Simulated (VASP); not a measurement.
**Ga3B2As: relaxation of cell and atoms with PBE**

Crystal: Ga3B2As.

```xyz
6
Lattice="3.3062 0.0000 0.0000 0.0000 3.3062 0.0000 0.0000 0.0000 10.4691" Properties=species:S:1:pos:R:3 pbc="T T T"
Ga    1.6531    1.6531    1.8710
Ga    1.6531    1.6531    5.2346
Ga    1.6531    1.6531    8.5981
B     0.0000    0.0000    3.4908
B     0.0000    0.0000    6.9783
As    0.0000    0.0000    0.0000
```

The cell was built from a structure type or drawn by symmetry, and may not be a known phase.

```
Program                : VASP 6.6.1
Task                   : relaxation of cell and atoms
Functional             : PBE
Potentials or basis    : VASP PAW PBE potentials, release 64 (Ga_d, B, As)
Cutoff                 : 600 eV
k mesh                 : 6 × 6 × 2
Occupations            : gaussian, width 0.1 eV
Spin                   : no spin polarisation
Dipole correction      : no
Further INCAR settings : ALGO = Normal; EDIFF = 1e-07; IBRION = 2; EDIFFG = -0.04; NSW = 90; ISIF = 3
```

The relaxed volume is 14.87 Å³/atom. The relaxed cell is a = 3.171 Å, b = 3.171 Å, c = 8.871 Å, α = 90.00°, β = 90.00°, γ = 90.00° and the space group after relaxing (to 0.1 Å) is P4/mmm (No. 123). The pressure after relaxing is 0.0 GPa, the largest force after relaxing is 0.022 eV/Å and the band gap on the k mesh is zero (bands 25 and 26 overlap by 3.01 eV).

Forces in eV/Å, atoms in the order of the input:
```
Ga   0.000  0.000 -0.004
Ga   0.000  0.000  0.000
Ga   0.000  0.000  0.004
B    0.000  0.000  0.022
B    0.000  0.000 -0.022
As   0.000  0.000  0.000
```

Stress tensor (GPa, compression positive):
```
 0.09  0.00  0.00
 0.00  0.09  0.00
 0.00  0.00 -0.24
```

Final structure:
```
Ga B As
1.0
     3.17134    0.00000    0.00000
     0.00000    3.17134    0.00000
     0.00000    0.00000    8.87071
Ga B As
3 2 1
Direct
  0.50000 0.50000 0.20521
  0.50000 0.50000 0.50000
  0.50000 0.50000 0.79479
  0.00000 0.00000 0.40756
  0.00000 0.00000 0.59244
  0.00000 0.00000 0.00000
```

Levels at points of the mesh, in eV from the Fermi level:
| k point | band 22 | band 23 | band 24 | band 25 | band 26 | band 27 |
| --- | --- | --- | --- | --- | --- | --- |
| (0.00, 0.00, 0.00) | -1.29 | 0.27 | 0.95 | 0.95 | 1.96 | 2.55 |
| (0.50, 0.00, 0.00) | -2.47 | -1.87 | -1.26 | -0.80 | 0.86 | 2.65 |
| (0.50, 0.50, 0.00) | -4.18 | -3.18 | -2.49 | -2.49 | -1.50 | -1.50 |
| (0.00, 0.00, 0.50) | -1.27 | -1.27 | 0.82 | 0.82 | 1.83 | 3.57 |
| (0.50, 0.00, 0.50) | -4.36 | -4.14 | -0.19 | 0.86 | 2.42 | 2.64 |
| (0.50, 0.50, 0.50) | -4.46 | -3.87 | -2.04 | -1.49 | -0.78 | -0.23 |

Wall time 33 min on 1 thread of Intel(R) Xeon(R) 6975P-C (Granite Rapids), with other jobs on the host, peak memory 0.31 GiB.

Caveat: the volume moved by over 15 % at a fixed basis, so the end points are rough.
